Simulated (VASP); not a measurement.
# Si (P1) in VASP: single point with PBE

Aim: the single point of Si with PBE.

All numbers are computed with VASP 6.6.1; they aren't measurements. Logs are shortened: lines on timing, memory, paths and dates and some standing lists are left out, and cuts for length are marked.

### Step 1. The cell of the first run

The typed cell holds 16 atoms: a = 10.862 Å, b = 5.431 Å, c = 5.431 Å, α = 90.00°, β = 90.00°, γ = 90.00°.

### Step 2. Single point, PBE

The input, INCAR:

```
SYSTEM = Si
  ALGO = Normal
  EDIFF = 1E-6
  ENCUT = 500
  GGA = PE
  GGA_COMPAT = .False.
  ISIF = 2
  ISMEAR = 0
  LASPH = .True.
  LCHARG = .False.
  LREAL = .False.
  LWAVE = .False.
  NBANDS = 46
  NELM = 120
  PREC = Accurate
  SIGMA = 0.01
```

The input, KPOINTS:

```
Automatic mesh
0
Gamma
  1 1 1
  0.5 0.5 0.5
```

The input, POSCAR:

```
Si
1.0
   10.8620000000      0.0000000000      0.0000000000
    0.0000000000      5.4310000000      0.0000000000
    0.0000000000      0.0000000000      5.4310000000
Si
16
Direct
    0.0092064100      0.0110476900      0.0055238400
    0.1250000000      0.2500000000      0.2500000000
    0.0000000000      0.5000000000      0.5000000000
    0.1250000000      0.7500000000      0.7500000000
    0.2500000000      0.0000000000      0.5000000000
    0.3750000000      0.2500000000      0.7500000000
    0.2500000000      0.5000000000      0.0000000000
    0.3750000000      0.7500000000      0.2500000000
    0.5000000000      0.0000000000      0.0000000000
    0.6250000000      0.2500000000      0.2500000000
    0.5000000000      0.5000000000      0.5000000000
    0.6250000000      0.7500000000      0.7500000000
    0.7500000000      0.0000000000      0.5000000000
    0.8750000000      0.2500000000      0.7500000000
    0.7500000000      0.5000000000      0.0000000000
    0.8750000000      0.7500000000      0.2500000000
```

Potentials or basis: VASP PAW PBE potentials, release 64 (Si).

Command:

```bash
$ cat potpaw_PBE.64/Si/POTCAR > POTCAR
$ mpirun -np 1 vasp_std > vasp.out
```

OUTCAR:

```text
SYSTEM = Si
   EDIFF = 1E-6
   ENCUT = 500
   GGA = PE
   ISIF = 2
   ISMEAR = 0
   LASPH = .True.
   LREAL = .False.
   NELM = 120
   PREC = Accurate

 ion  position               nearest neighbor table
   1  0.009  0.011  0.006-   2 2.24   4 2.35  14 2.39  16 2.43
   2  0.125  0.250  0.250-   1 2.24   3 2.35   5 2.35   7 2.35
   3  0.000  0.500  0.500-   2 2.35   4 2.35  14 2.35  16 2.35
   4  0.125  0.750  0.750-   1 2.35   3 2.35   5 2.35   7 2.35
   5  0.250  0.000  0.500-   2 2.35   4 2.35   6 2.35   8 2.35
   6  0.375  0.250  0.750-   5 2.35   7 2.35   9 2.35  11 2.35
[... 8 lines left out ...]
  15  0.750  0.500  0.000-  10 2.35  12 2.35  14 2.35  16 2.35
  16  0.875  0.750  0.250-   3 2.35  13 2.35  15 2.35   1 2.43

  LATTYP: Found a simple tetragonal cell.
 ALAT       =     5.4310000000
 C/A-ratio  =     2.0000000000

  Lattice vectors:

 A1 = (   0.0000000000,   5.4310000000,   0.0000000000)
 A2 = (   0.0000000000,   0.0000000000,   5.4310000000)
 A3 = (  10.8620000000,   0.0000000000,   0.0000000000)

Analysis of symmetry for initial positions (statically):
=====================================================================
 Subroutine PRICEL returns:
 Original cell was already a primitive cell.

 Routine SETGRP: Setting up the symmetry group for a
 simple tetragonal supercell.

 Subroutine GETGRP returns: Found  1 space group operations
 (whereof  1 operations were pure point group operations)
 out of a pool of 16 trial point group operations.

The static configuration has the point symmetry C_1 .

Analysis of symmetry for dynamics (positions and initial velocities):
=====================================================================
 Subroutine PRICEL returns:
 Original cell was already a primitive cell.

 Routine SETGRP: Setting up the symmetry group for a
 simple tetragonal supercell.

 Subroutine GETGRP returns: Found  1 space group operations
 (whereof  1 operations were pure point group operations)
 out of a pool of 16 trial point group operations.

The dynamic configuration has the point symmetry C_1 .

 Subroutine INISYM returns: Found  1 space group operations
 (whereof  1 operations are pure point group operations),
 and found     1 'primitive' translations

----------------------------------------------------------------------------------------

                                     Primitive cell

  volume of cell :     320.3830

  direct lattice vectors                    reciprocal lattice vectors
    10.862000000  0.000000000  0.000000000     0.092064077  0.000000000  0.000000000
     0.000000000  5.431000000  0.000000000     0.000000000  0.184128153  0.000000000
     0.000000000  0.000000000  5.431000000     0.000000000  0.000000000  0.184128153

  length of vectors
    10.862000000  5.431000000  5.431000000     0.092064077  0.184128153  0.184128153

  position of ions in fractional coordinates (direct lattice)
     0.009206410  0.011047690  0.005523840
     0.125000000  0.250000000  0.250000000
     0.000000000  0.500000000  0.500000000
     0.125000000  0.750000000  0.750000000
     0.250000000  0.000000000  0.500000000
     0.375000000  0.250000000  0.750000000
[... 8 lines left out ...]
     0.750000000  0.500000000  0.000000000
     0.875000000  0.750000000  0.250000000

  ion indices of the primitive-cell ions
   primitive index   ion index
                 1           1
                 2           2
                 3           3
                 4           4
                 5           5
                 6           6
[... 8 lines left out ...]
                15          15
                16          16

----------------------------------------------------------------------------------------

 KPOINTS: Automatic mesh

Automatic generation of k-mesh.
 Grid dimensions read from file:
 generate k-points for:    1    1    1

 Generating k-lattice:

  Cartesian coordinates                     Fractional coordinates (reciprocal lattice)
     0.092064077  0.000000000  0.000000000     1.000000000  0.000000000  0.000000000
     0.000000000  0.184128153  0.000000000     0.000000000  1.000000000  0.000000000
     0.000000000  0.000000000  0.184128153     0.000000000  0.000000000  1.000000000

  Length of vectors
     0.092064077  0.184128153  0.184128153

  Shift w.r.t. Gamma in fractional coordinates (k-lattice)
     0.500000000  0.500000000  0.500000000

 Subroutine IBZKPT returns following result:
 ===========================================

 Found      1 irreducible k-points:

 Following reciprocal coordinates:
            Coordinates               Weight
  0.500000  0.500000  0.500000      1.000000
   k-points           NKPTS =      1   k-points in BZ     NKDIM =      1   number of bands    NBANDS=     46
   number of dos      NEDOS =    301   number of ions     NIONS =     16
   total plane-waves  NPLWV = 128000
   dimension x,y,z NGX =    80 NGY =   40 NGZ =   40
   dimension x,y,z NGXF=   160 NGYF=   80 NGZF=   80
   ions per type =              16
   NGX,Y,Z   is equivalent  to a cutoff of  12.24, 12.24, 12.24 a.u.
   NGXF,Y,Z  is equivalent  to a cutoff of  24.49, 24.49, 24.49 a.u.
 SYSTEM =  Si
   PREC   = accura    normal or accurate (medium, high low for compatibility)
   ISTART =      0    job   : 0-new  1-cont  2-samecut
   ICHARG =      2    charge: 1-file 2-atom 10-const
   ISPIN  =      1    spin polarized calculation?
   LNONCOLLINEAR =      F non collinear calculations
   LSORBIT =      F    spin-orbit coupling
   LASPH  =      T    aspherical Exc in radial PAW
   ENCUT  =  500.0 eV  36.75 Ry    6.06 a.u.  19.80  9.90  9.90*2*pi/ulx,y,z
   NELM   =    120;   NELMIN=  2; NELMDL= -5     # of ELM steps
   EDIFF  = 0.1E-05   stopping-criterion for ELM
   LREAL  =      F    real-space projection
   EDIFFG = 0.1E-04   stopping-criterion for IOM
   NSW    =      0    number of steps for IOM
   IBRION =     -1    ionic relax: 0-MD 1-quasi-New 2-CG
   NFREE  =      0    steps in history (QN), initial steepest desc. (CG)
   ISIF   =      2    stress and relaxation
   ISYM   =      2    0-nonsym 1-usesym 2-fastsym
   POTIM  = 0.5000    time-step for ionic-motion
   TEBEG  =    0.0;   TEEND  =   0.0 temperature during run
   PSTRESS=    0.0 pullay stress
   NELECT =      64.0000    total number of electrons
   NUPDOWN=      -1.0000    fix difference up-down
   EMIN   =  10.00;   EMAX   =-10.00  energy-range for DOS
   EFERMI =   0.00;   METHOD = LEGACY
   ISMEAR =     0;   SIGMA  =   0.01  broadening in eV -4-tet -1-fermi 0-gaus
   EFERMI_NEDOS =   21; number of points for ismear=-14 and -15
   IALGO  =     38    algorithm
   IMIX   =      4    mixing-type and parameters
     AMIX     =   0.40;   BMIX     =  1.00
     AMIX_MAG =   1.60;   BMIX_MAG =  1.00
  volume/ion in A,a.u.               =      20.02       135.13
  Fermi-wavevector in a.u.,A,eV,Ry     =   0.956999  1.808467 12.460868  0.915848
  Thomas-Fermi vector in A             =   2.085978
   LORBIT       =      0    0 simple, 1 ext, 2 COOP (PROOUT), +10 PAW based schemes
   GGA     = PE    functional components
   LHFCALC =     F    Hartree Fock is set to
   AEXX    =    0.0000 exact exchange contribution
   IVDW    =     0    specifies the selected vdW correction
   LEPSILON=     F    determine dielectric tensor
   LRPA    =     F    only Hartree local field effects (RPA)
 non-spin polarized calculation
 Gauss-broadening in eV      SIGMA  =   0.01
  energy-cutoff  :      500.00
  volume of cell :      320.38
 maximum number of plane-waves:      8128
 NGX is ok and might be reduce to    80
   NGX = 39   NGY = 19   NGZ = 19

 number of electron      64.0000007 magnetization

 Free energy of the ion-electron system (eV)
  ---------------------------------------------------
  ext. energy  EPLUGINS =         0.00000000
  ---------------------------------------------------
  free energy    TOTEN  =       -80.79242596 eV

  energy without entropy =      -80.79242596  energy(sigma->0) =      -80.79242596

 E-fermi :   4.8959     XC(G=0):  -9.3728

 val. band max:        4.8163435840   @ k =   0.5000   0.5000   0.5000
 cond. band min:       8.1099613861   @ k =   0.5000   0.5000   0.5000
 fundamental gap:      3.2936178021
 Fermi energy:         4.8958560561

 k-point     1 :       0.5000    0.5000    0.5000
  band No.  band energies     occupation
      1      -4.0411      2.00000
      2      -3.9047      2.00000
      3      -3.9003      2.00000
      4      -3.8947      2.00000
      5      -3.8889      2.00000
      6      -3.8767      2.00000
[... 36 lines left out ...]
     43       9.4771      0.00000
     44       9.5040      0.00000
 [bands above 44 left out]

------------------------ aborting loop because EDIFF is reached ----------------------------------------

  FORCE on cell =-STRESS in cart. coord.  units (eV):
  Direction    XX          YY          ZZ          XY          YZ          ZX
  --------------------------------------------------------------------------------------
  -------------------------------------------------------------------------------------
  Total        9.5264781      8.9909117      9.0576973      0.5149695      0.8459207      0.8214080
  in kB       47.6401973     44.9619265     45.2959092      2.5752694      4.2302970      4.1077130
  external PRESSURE =      45.9660110 kB  Pullay stress =       0.0000000 kB

 VOLUME and BASIS-vectors are now :
 -----------------------------------------------------------------------------
  energy-cutoff  :      500.00
  volume of cell :      320.38
      direct lattice vectors                 reciprocal lattice vectors
    10.862000000  0.000000000  0.000000000     0.092064077  0.000000000  0.000000000
     0.000000000  5.431000000  0.000000000     0.000000000  0.184128153  0.000000000
     0.000000000  0.000000000  5.431000000     0.000000000  0.000000000  0.184128153

 POSITION                                       TOTAL-FORCE (eV/Angst)
 -----------------------------------------------------------------------------------
      0.10000      0.06000      0.03000        -1.306426     -1.002526     -0.652321
      1.35775      1.35775      1.35775         0.583558      0.625791      0.614339
      0.00000      2.71550      2.71550        -0.218807      0.021919      0.006987
      1.35775      4.07325      4.07325         0.110878      0.119581      0.095946
      2.71550      0.00000      2.71550         0.055603     -0.045924      0.009386
      4.07325      1.35775      4.07325         0.006930      0.005990     -0.001020
[... 8 lines left out ...]
      8.14650      2.71550      0.00000         0.050315      0.036554     -0.033009
      9.50425      4.07325      1.35775         0.326030      0.296481     -0.202458
 -----------------------------------------------------------------------------------
    total drift:                               -0.000047     -0.000005     -0.000014

  FREE ENERGIE OF THE ION-ELECTRON SYSTEM (eV)
  ---------------------------------------------------
  free  energy   TOTEN  =       -80.7924259587 eV

  energy  without entropy=      -80.7924259587  energy(sigma->0) =      -80.79242596
```

Wall time 22 s (1 thread of Intel Xeon Platinum 8375C at 2.90GHz (Ice Lake), shared host); peak memory 0.31 GiB.

What came out:

```
Free energy            : -80.7924 eV
Pressure               : 4.6 GPa
Largest force          : 1.771 eV/Å
Band gap on the k mesh : 3.29 eV
```

Forces in eV/Å, atoms in the order of the input:
```
Si  -1.306 -1.003 -0.652
Si   0.584  0.626  0.614
Si  -0.219  0.022  0.007
Si   0.111  0.120  0.096
Si   0.056 -0.046  0.009
Si   0.007  0.006 -0.001
Si   0.056  0.033 -0.017
Si   0.007  0.008 -0.004
Si   0.021 -0.019 -0.010
Si   0.006  0.015  0.014
Si   0.005 -0.004 -0.002
Si   0.005  0.015  0.014
Si   0.051 -0.052  0.024
Si   0.240 -0.053  0.143
Si   0.050  0.037 -0.033
Si   0.326  0.296 -0.202
```

Caveat: the k points lie up to 1.16 Å⁻¹ apart; forces of over 1 eV/Å act on the atoms, so gaps and moduli don't describe the material at rest. A k mesh can miss the band edges.
